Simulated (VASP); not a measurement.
# TaN (I4/mmm) in VASP: notebook, part 2 of 2

VASP 6.6.1. Earlier steps stand in the parts before.

**4. Single point, PBEsol (strain -0.0300 x Voigt [1, 1, 0, 0, 0, 0])**

INCAR reads:

```
ALGO = Normal
EDIFF = 1E-7
ENCUT = 520
GGA = PS
ISIF = 2
ISMEAR = 0
LASPH = T
LCHARG = F
LREAL = F
LWAVE = F
NBANDS = 15
NELM = 60
PREC = Accurate
SIGMA = 0.15
```

KPOINTS reads:

```
k-points
0
Gamma
  18 18 18
```

POSCAR reads:

```
TaN
1.0
    0.0000000000      2.1136300000      2.1790000000
    2.1136300000      0.0000000000      2.1790000000
    2.1136300000      2.1136300000      0.0000000000
Ta N
1 1
Direct
    0.5000000000      0.5000000000      0.5000000000
    0.0000000000      0.0000000000      0.0000000000
```

Potentials or basis: VASP PAW PBE potentials, release 64 (Ta_pv, N).

The run is started by

```bash
cat potpaw_PBE.64/Ta_pv/POTCAR potpaw_PBE.64/N/POTCAR > POTCAR
mpirun -np 1 vasp_std > vasp.out
```

OUTCAR:

```text
EDIFF = 1E-7
   ENCUT = 520
   GGA = PS
   ISIF = 2
   ISMEAR = 0
   LASPH = T
   LREAL = F
   NELM = 60
   PREC = Accurate

 ion  position               nearest neighbor table
   1  0.500  0.500  0.500-   2 2.11   2 2.11   2 2.11   2 2.11   2 2.18   2 2.18
   2  0.000  0.000  0.000-   1 2.11   1 2.11   1 2.11   1 2.11   1 2.18   1 2.18

  LATTYP: Found a body centered tetragonal cell.
 ALAT       =     2.9891242118
 C/A-ratio  =     1.4579521262

  Lattice vectors:

 A1 = (  -2.1136300000,   0.0000000000,   2.1790000000)
 A2 = (   2.1136300000,   0.0000000000,   2.1790000000)
 A3 = (   0.0000000000,   2.1136300000,  -2.1790000000)

Analysis of symmetry for initial positions (statically):
=====================================================================
 Subroutine PRICEL returns:
 Original cell was already a primitive cell.

 Routine SETGRP: Setting up the symmetry group for a
 body centered tetragonal supercell.

 Subroutine GETGRP returns: Found 16 space group operations
 (whereof 16 operations were pure point group operations)
 out of a pool of 16 trial point group operations.

The static configuration has the point symmetry D_4h.

Analysis of symmetry for dynamics (positions and initial velocities):
=====================================================================
 Subroutine PRICEL returns:
 Original cell was already a primitive cell.

 Routine SETGRP: Setting up the symmetry group for a
 body centered tetragonal supercell.

 Subroutine GETGRP returns: Found 16 space group operations
 (whereof 16 operations were pure point group operations)
 out of a pool of 16 trial point group operations.

The dynamic configuration has the point symmetry D_4h.

 Subroutine INISYM returns: Found 16 space group operations
 (whereof 16 operations are pure point group operations),
 and found     1 'primitive' translations

----------------------------------------------------------------------------------------

                                     Primitive cell

  volume of cell :      19.4691

  direct lattice vectors                    reciprocal lattice vectors
[... 118 lines left out ...]
 non-spin polarized calculation
 Gauss-broadening in eV      SIGMA  =   0.15
  energy-cutoff  :      520.00
  volume of cell :       19.47
 maximum number of plane-waves:       540
   NGX = 11   NGY = 11   NGZ = 11

 number of electron      15.9999998 magnetization

 Free energy of the ion-electron system (eV)
  ---------------------------------------------------
  ext. energy  EPLUGINS =         0.00000000
  ---------------------------------------------------
  free energy    TOTEN  =       -23.03958893 eV

  energy without entropy =      -23.03124359  energy(sigma->0) =      -23.03541626

 E-fermi :  10.4128     XC(G=0): -14.0790

 val. band max:       10.4043723153   @ k =  -0.2778   0.4444   0.2222
 cond. band min:      10.4151171945   @ k =   0.2222   0.1667   0.0556
 fundamental gap:      0.0107448792
 Fermi energy:        10.4128183612

 k-point     1 :       0.0000    0.0000    0.0000
  band No.  band energies     occupation
      1     -25.1309      2.00000
      2     -25.1204      2.00000
      3     -25.1204      2.00000
      4      -9.1462      2.00000
      5       6.2345      2.00000
      6       6.4164      2.00000
      7       6.4164      2.00000
      8       7.7419      2.00000
      9       8.1557      2.00000
     10       8.1557      2.00000
     11      10.0606      1.99910
     12      10.6876      0.00959
     13      12.9204      0.00000
     14      19.8199      0.00000
[... 401 lines left out ...]
      2     -25.2303      2.00000
      3     -25.1429      2.00000
      4      -7.5680      2.00000
      5       2.3014      2.00000
      6       3.4560      2.00000
      7       3.7962      2.00000
      8       9.4190      2.00000
      9       9.5866      2.00000
     10      10.5102      0.35875
     11      13.0281      0.00000
     12      15.6806      0.00000
     13      16.1526      0.00000
     14      22.9743      0.00000
     15      23.5242      0.00000

 [... further k-points ...]

------------------------ aborting loop because EDIFF is reached ----------------------------------------

  FORCE on cell =-STRESS in cart. coord.  units (eV):
  Direction    XX          YY          ZZ          XY          YZ          ZX
  --------------------------------------------------------------------------------------
  -------------------------------------------------------------------------------------
  Total        5.0816529      5.0816529      1.8907984      0.0000000     -0.0000000     -0.0000000
  in kB      418.1869041    418.1869041    155.6003830      0.0000000     -0.0000000     -0.0000000
  external PRESSURE =     330.6580637 kB  Pullay stress =       0.0000000 kB

 VOLUME and BASIS-vectors are now :
 -----------------------------------------------------------------------------
  energy-cutoff  :      520.00
  volume of cell :       19.47
      direct lattice vectors                 reciprocal lattice vectors
     0.000000000  2.113630000  2.179000000    -0.236559852  0.236559852  0.229463056
     2.113630000  0.000000000  2.179000000     0.236559852 -0.236559852  0.229463056
     2.113630000  2.113630000  0.000000000     0.236559852  0.236559852 -0.229463056

 POSITION                                       TOTAL-FORCE (eV/Angst)
 -----------------------------------------------------------------------------------
      2.11363      2.11363      2.17900         0.000000      0.000000      0.000000
      0.00000      0.00000      0.00000        -0.000000      0.000000      0.000000
 -----------------------------------------------------------------------------------
    total drift:                                0.000000     -0.000000     -0.000000

  FREE ENERGIE OF THE ION-ELECTRON SYSTEM (eV)
  ---------------------------------------------------
  free  energy   TOTEN  =       -23.0395889292 eV

  energy  without entropy=      -23.0312435912  energy(sigma->0) =      -23.03541626
```

stdout:

```text
POSCAR found type information on POSCAR TaN
 POSCAR found :  2 types and       2 ions
 scaLAPACK will be used
 -----------------------------------------------------------------------------
|                                                                             |
|                                                                             |
|     You enforced a specific xc type in the INCAR file but a different       |
|     I HOPE YOU KNOW WHAT YOU ARE DOING!                                     |
|                                                                             |
 -----------------------------------------------------------------------------

 LDA part: xc-table for (Slater+PW92), standard interpolation
 POSCAR, INCAR and KPOINTS ok, starting setup
 FFT: planning ... GRIDC
 FFT: planning ... GRID_SOFT
 FFT: planning ... GRID
 WAVECAR not read
 entering main loop
```

It took 40 s on 1 thread of Intel Xeon 6975P-C (Granite Rapids), shared host; peak memory 0.26 GiB.

What came out:

* Free energy: -23.0396 eV
* Pressure: 33.1 GPa
* Band gap on the k mesh: zero (band 8 reaches 12.49 eV, above the bottom of band 9 at 8.16 eV)

Stress tensor (GPa, compression positive):
```
41.82  0.00  0.00
 0.00 41.82  0.00
 0.00  0.00 15.56
```

Levels at points of the mesh, in eV from the Fermi level:
| k point | band 4 | band 5 | band 6 | band 7 | band 8 | band 9 | band 10 | band 11 | band 12 | band 13 |
| --- | --- | --- | --- | --- | --- | --- | --- | --- | --- | --- |
| (0.00, 0.00, 0.00) | -19.56 | -4.18 | -4.00 | -4.00 | -2.67 | -2.26 | -2.26 | -0.35 | 0.27 | 2.51 |
| (0.50, 0.00, 0.00) | -15.89 | -11.16 | -8.29 | -8.26 | 2.07 | 2.23 | 2.41 | 4.08 | 8.05 | 8.96 |
| (0.50, 0.50, 0.00) | -18.29 | -7.03 | -6.11 | -4.71 | -4.71 | 2.37 | 4.07 | 4.07 | 5.47 | 7.71 |
| (0.50, 0.00, 0.50) | -18.27 | -6.65 | -6.16 | -4.96 | -4.78 | 2.33 | 3.83 | 4.32 | 5.66 | 7.89 |

Caveat: the cell differs from its parent crystal (strain -0.0300 x Voigt [1, 1, 0, 0, 0, 0]); the PAW data sets were made with another functional, which shifts forces and pressure a little; spin-orbit coupling is left out, which moves the levels of the heavy elements.

**5. Single point, PBEsol (strain +0.0100 x Voigt [1, 1, 0, 0, 0, 0])**

INCAR reads:

```
  ALGO = Normal
  EDIFF = 1E-6
  ENCUT = 600
  GGA = PS
  GGA_COMPAT = F
  ISIF = 2
  ISMEAR = 0
  LASPH = T
  LCHARG = F
  LREAL = F
  LWAVE = F
  NBANDS = 16
  NELM = 120
  PREC = Accurate
  SIGMA = 0.15
```

KPOINTS is that of step 4.

POSCAR reads:

```
TaN
1.0
    0.0000000000      2.2007900000      2.1790000000
    2.2007900000      0.0000000000      2.1790000000
    2.2007900000      2.2007900000      0.0000000000
Ta N
1 1
Direct
    0.5000000000      0.5000000000      0.5000000000
    0.0000000000      0.0000000000      0.0000000000
```

Potentials or basis: VASP PAW PBE potentials, release 64 (Ta_sv_GW, N).

The run is started by

```bash
cat potpaw_PBE.64/Ta_sv_GW/POTCAR potpaw_PBE.64/N/POTCAR > POTCAR
mpirun -np 1 vasp_std > vasp.out
```

It took 2.1 min on 1 thread of Intel Xeon Platinum 8488C (Sapphire Rapids), shared host; peak memory 0.35 GiB.

The run converged. Its results:

* Free energy: -25.7598 eV
* Pressure: -2.6 GPa
* Band gap on the k mesh: zero (band 9 reaches 15.65 eV, above the bottom of band 10 at 11.57 eV)

Stress tensor (GPa, compression positive):
```
-4.64  0.00  0.00
 0.00 -4.64  0.00
 0.00  0.00  1.51
```

Levels at points of the mesh, in eV from the Fermi level:
```
           k point  band 6  band 7  band 8  band 9  band 10  band 11  band 12  band 13
(0.00, 0.00, 0.00)   -3.84   -3.84   -3.79   -2.19    -2.19    -2.07    -0.04     0.08
(0.50, 0.00, 0.00)  -10.46   -7.65   -7.64    1.89     1.97     2.03     3.79     7.50
(0.50, 0.50, 0.00)   -6.57   -5.56   -4.67   -4.67     2.12     3.61     3.61     4.65
(0.50, 0.00, 0.50)   -6.68   -5.54   -4.64   -4.60     2.11     3.54     3.67     4.63
```

Caveat: the cell differs from its parent crystal (strain +0.0100 x Voigt [1, 1, 0, 0, 0, 0]); the PAW data sets were made with another functional, which shifts forces and pressure a little; spin-orbit coupling is left out, which moves the levels of the heavy elements.

**6. Single point, PBEsol (strain -0.0100 x Voigt [1, 1, 0, 0, 0, 0])**

INCAR reads:

```
SYSTEM = TaN
ALGO = Normal
EDIFF = 1E-6
ENCUT = 600
GGA = PS
GGA_COMPAT = .FALSE.
ISIF = 2
ISMEAR = 0
LASPH = .TRUE.
LCHARG = .FALSE.
LREAL = .FALSE.
LWAVE = .FALSE.
NBANDS = 16
NELM = 120
PREC = Accurate
SIGMA = 0.15
```

KPOINTS reads:

```
k-points
0
G
  18 18 18
  0 0 0
```

POSCAR reads:

```
TaN
1.0
    0.0000000000      2.1572100000      2.1790000000
    2.1572100000      0.0000000000      2.1790000000
    2.1572100000      2.1572100000      0.0000000000
Ta N
1 1
Direct
    0.5000000000      0.5000000000      0.5000000000
    0.0000000000      0.0000000000      0.0000000000
```

Potentials or basis: VASP PAW PBE potentials, release 64 (Ta_sv_GW, N).

The run is started by

```bash
cat potpaw_PBE.64/Ta_sv_GW/POTCAR potpaw_PBE.64/N/POTCAR > POTCAR
mpirun -np 1 vasp_std > vasp.out
```

OUTCAR:

```text
SYSTEM = TaN
   EDIFF = 1E-6
   ENCUT = 600
   GGA = PS
   ISIF = 2
   ISMEAR = 0
   LASPH = .TRUE.
   LREAL = .FALSE.
   NELM = 120
   PREC = Accurate

 ion  position               nearest neighbor table
   1  0.500  0.500  0.500-   2 2.16   2 2.16   2 2.16   2 2.16   2 2.18   2 2.18
   2  0.000  0.000  0.000-   1 2.16   1 2.16   1 2.16   1 2.16   1 2.18   1 2.18

  LATTYP: Found a body centered tetragonal cell.
 ALAT       =     3.0507556389
 C/A-ratio  =     1.4284985479

  Lattice vectors:

 A1 = (  -2.1572100000,   0.0000000000,   2.1790000000)
 A2 = (   2.1572100000,   0.0000000000,   2.1790000000)
 A3 = (   0.0000000000,   2.1572100000,  -2.1790000000)

Analysis of symmetry for initial positions (statically):
=====================================================================
 Subroutine PRICEL returns:
 Original cell was already a primitive cell.

 Routine SETGRP: Setting up the symmetry group for a
 body centered tetragonal supercell.

 Subroutine GETGRP returns: Found 16 space group operations
 (whereof 16 operations were pure point group operations)
 out of a pool of 16 trial point group operations.

The static configuration has the point symmetry D_4h.
[... 160 lines left out ...]

 E-fermi :  14.3975     XC(G=0): -14.2379

 val. band max:       14.3959144958   @ k =  -0.0556   0.1667   0.1111
 cond. band min:      14.4023689203   @ k =   0.3889   0.0556   0.0000
 fundamental gap:      0.0064544245
 Fermi energy:        14.3974523168

 k-point     1 :       0.0000    0.0000    0.0000
  band No.  band energies     occupation
      1     -55.0351      2.00000
      2     -21.2054      2.00000
      3     -21.2017      2.00000
      4     -21.2017      2.00000
      5      -4.7923      2.00000
      6      10.4236      2.00000
[... 433 lines left out ...]
      3     -21.2886      2.00000
      4     -21.2306      2.00000
      5      -3.3718      2.00000
      6       6.5344      2.00000
[... 8 lines left out ...]
     15      26.9466      0.00000
     16      31.2207      0.00000

 [... further k-points ...]

------------------------ aborting loop because EDIFF is reached ----------------------------------------

  FORCE on cell =-STRESS in cart. coord.  units (eV):
  Direction    XX          YY          ZZ          XY          YZ          ZX
  --------------------------------------------------------------------------------------
  -------------------------------------------------------------------------------------
  Total        1.9105452      1.9105452      0.9729038      0.0000000      0.0000000      0.0000000
  in kB      150.9370371    150.9370371     76.8614227      0.0000000      0.0000000      0.0000000
  external PRESSURE =     126.2451656 kB  Pullay stress =       0.0000000 kB

 VOLUME and BASIS-vectors are now :
 -----------------------------------------------------------------------------
  energy-cutoff  :      600.00
  volume of cell :       20.28
      direct lattice vectors                 reciprocal lattice vectors
     0.000000000  2.157210000  2.179000000    -0.231780865  0.231780865  0.229463056
     2.157210000  0.000000000  2.179000000     0.231780865 -0.231780865  0.229463056
     2.157210000  2.157210000  0.000000000     0.231780865  0.231780865 -0.229463056

 POSITION                                       TOTAL-FORCE (eV/Angst)
 -----------------------------------------------------------------------------------
      2.15721      2.15721      2.17900        -0.000000      0.000000      0.000000
      0.00000      0.00000      0.00000         0.000000     -0.000000     -0.000000
 -----------------------------------------------------------------------------------
    total drift:                                0.000000     -0.000000      0.000000

  FREE ENERGIE OF THE ION-ELECTRON SYSTEM (eV)
  ---------------------------------------------------
  free  energy   TOTEN  =       -25.7335065572 eV

  energy  without entropy=      -25.7243781692  energy(sigma->0) =      -25.72894236
```

stdout:

```text
POSCAR found type information on POSCAR TaN
 POSCAR found :  2 types and       2 ions
 scaLAPACK will be used
 -----------------------------------------------------------------------------
|                                                                             |
|                                                                             |
|     You enforced a specific xc type in the INCAR file but a different       |
|     I HOPE YOU KNOW WHAT YOU ARE DOING!                                     |
|                                                                             |
 -----------------------------------------------------------------------------

 LDA part: xc-table for (Slater+PW92), standard interpolation
 POSCAR, INCAR and KPOINTS ok, starting setup
 FFT: planning ... GRIDC
 FFT: planning ... GRID_SOFT
 FFT: planning ... GRID
 WAVECAR not read
 entering main loop
```

Wall time 45 s (1 thread of Intel Xeon 6975P-C (Granite Rapids), shared host); peak memory 0.32 GiB.

What came out:

* Free energy: -25.7335 eV
* Pressure: 12.6 GPa
* Band gap on the k mesh: zero (band 9 reaches 16.42 eV, above the bottom of band 10 at 12.17 eV)

Stress tensor (GPa, compression positive):
```
15.09  0.00  0.00
 0.00 15.09  0.00
 0.00  0.00  7.69
```

Caveat: the cell differs from its parent crystal (strain -0.0100 x Voigt [1, 1, 0, 0, 0, 0]); the PAW data sets were made with another functional, which shifts forces and pressure a little; spin-orbit coupling is left out, which moves the levels of the heavy elements.

**7. The runs side by side**

```tsv
potentials or basis	cell	cutoff (eV)	second run	gap on the mesh (eV)	pressure (GPa)
VASP PAW PBE potentials, release 64 (Ta_pv, N)	a = 3.144, b = 3.144, c = 3.205 Å, angles 59.4, 59.4, 61.3°, 2 atoms	520	-	none	-18.6
VASP PAW PBE potentials, release 64 (Ta_pv, N)	a = 3.021, b = 3.021, c = 2.958 Å, angles 60.7, 60.7, 58.6°, 2 atoms	520	-	none	44.6
VASP PAW PBE potentials, release 64 (Ta_pv, N)	a = 3.036, b = 3.036, c = 2.989 Å, angles 60.5, 60.5, 59.0°, 2 atoms	520	-	none	33.1
VASP PAW PBE potentials, release 64 (Ta_sv_GW, N)	a = 3.097, b = 3.097, c = 3.112 Å, angles 59.8, 59.8, 60.3°, 2 atoms	600	valence_matched	none	-2.6
VASP PAW PBE potentials, release 64 (Ta_sv_GW, N)	a = 3.066, b = 3.066, c = 3.051 Å, angles 60.2, 60.2, 59.7°, 2 atoms	600	valence_matched	none	12.6
```

Alike in all rows: task single point; level PBEsol; no spin polarisation; k mesh 18 × 18 × 18; smearing gaussian 0.15 eV.

Caveats: the PAW data sets were made with another functional, which shifts forces and pressure a little; spin-orbit coupling is left out, which moves the levels of the heavy elements.

Total energies depend on the potentials used, so only differences within one code and one set of settings carry meaning.
